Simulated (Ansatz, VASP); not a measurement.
**Two plane-wave programs on Al**

File INCAR:

```
ALGO = Normal
EDIFF = 1E-7
ENCUT = 520
GGA = PE
ISIF = 2
ISMEAR = -1
IVDW = 13
LASPH = True
LCHARG = False
LREAL = False
LWAVE = False
NBANDS = 8
NELM = 60
PREC = Accurate
SIGMA = 0.05
```

KPOINTS

```
k-points
0
Gamma
  11 11 11
```

File POSCAR:

```
Al
1.0
    0.0000000000      2.0645171409      2.0645171409
    2.0645171409      0.0000000000      2.0645171409
    2.0645171409      2.0645171409      0.0000000000
Al
1
Direct
    0.0000000000      0.0000000000      0.0000000000
```

input.yaml

```yaml
crystal:
  lattice:
    - [0.0, 2.0645171409, 2.0645171409]
    - [2.0645171409, 0.0, 2.0645171409]
    - [2.0645171409, 2.0645171409, 0.0]
  atoms:
    - { symbol: Al, position: [0.0, 0.0, 0.0] }
hamiltonian:
  xc: pbe
  pseudopotentials: { kind: paw }
  dispersion: d4
kpoints:
  mp_grid: { grid: [11, 11, 11] }
scf:
  occupations: { method: fermi_dirac, width: 0.05 }
output:
  forces: true
  stress: true
  eigenvalues: true
```

Alike in both runs: task single point; functional PBE; dispersion D4; k mesh 11 × 11 × 11; occupations fermi-dirac, width 0.05 eV; no spin polarisation.

|  | VASP | Ansatz |
| --- | --- | --- |
| version | VASP 6.6.1 | Ansatz 0.2.0 |
| potentials or method | VASP PAW PBE potentials, release 64 (Al) | Ansatz PAW |
| plane-wave cutoff (eV) | 520 | 420 |
| valence electrons in the cell | 3 | 3 |

```tsv
	VASP	Ansatz	Ansatz less VASP
gap on the k mesh at the Fermi level (eV)	none	none	-
pressure (GPa)	-7.2	-7.2	+0.03
```

A gap of «none» marks a metal or a gap that the smearing closes.
